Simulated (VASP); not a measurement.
Runs of VASP 6.6.1 on C. The structure is that of space group Pm-3m (No. 221), or close to it. The cells are those of the table. 

```csv
task,cell,cutoff (eV),gap on the mesh (eV),pressure (GPa)
single point,"a = 1.733 Å, 1 atom",520,none,(a)
single point,"a = 1.706 Å, 1 atom",520,none,31.1
relaxation of cell and atoms,"relaxed to 20 GPa from a = 1.950 Å, 1 atom",600,none,20.0
single point,"a = 1.754 Å, 1 atom",520,none,0.7
relaxation of cell and atoms,"relaxed to 10 GPa from a = 1.950 Å, 1 atom",600,none,9.5
relaxation of cell and atoms,"relaxed from a = 1.950 Å, 1 atom",600,none,-0.6
relaxation of cell and atoms,"relaxed to 30 GPa from a = 1.950 Å, 1 atom",600,none,30.0
single point,"a = 1.718 Å, 1 atom",520,none,21.4
```

Alike in all rows: level LDA; potentials or basis VASP PAW LDA potentials, release 64 (C); no spin polarisation; k mesh 12 × 12 × 12; smearing methfessel-paxton 0.05 eV.

Question: Estimate the missing entries.

Answer: (a) 11.7.

Caveats: the cell is relaxed towards a set pressure, so the enthalpy falls and the energy may rise (some runs).

A gap of «none» marks levels without a gap at the run's occupations.
